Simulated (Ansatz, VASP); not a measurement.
# Hg: VASP beside Ansatz

```xyz
1
Lattice="-1.8904 1.8904 1.6714 1.8904 -1.8904 1.6714 1.8904 1.8904 -1.6714" Properties=species:S:1:pos:R:3 pbc="T T T"
Hg    0.0000    0.0000    0.0000
```

Alike in both runs: functional PBEsol; k mesh 16 × 16 × 16; occupations gaussian, width 0.1 eV; no spin polarisation.

Ansatz relaxed the structure, and its values are those at the end. VASP's run is a single point on that final structure, the one shown.

|  | VASP | Ansatz |
| --- | --- | --- |
| version | VASP 6.6.1 | Ansatz 0.2.0 |
| potentials or method | VASP PAW PBE potentials, release 64 (Hg), cutoff 520 eV | scalar-relativistic, plane waves, PAW |
| valence electrons in the cell | 12 | 20 |

Ansatz gave:

| Property | Result |
| --- | --- |
| gap on the k mesh at the Fermi level (eV) | none |
| pressure (GPa) | 0.0 |

Q: Which values does VASP return?

A: gap on the k mesh at the Fermi level (eV): none; pressure (GPa): 0.3.

VASP's potentials were made for PBE, not for PBEsol. A gap of «none» marks a metal or a gap that the smearing closes. The functional is the same, so the differences come from potentials, cutoffs and numerics. VASP's potentials hold 12 valence electrons a cell and Ansatz's 20, so a difference there can come from the potentials and not from the codes.

Neither program's run includes spin-orbit coupling.
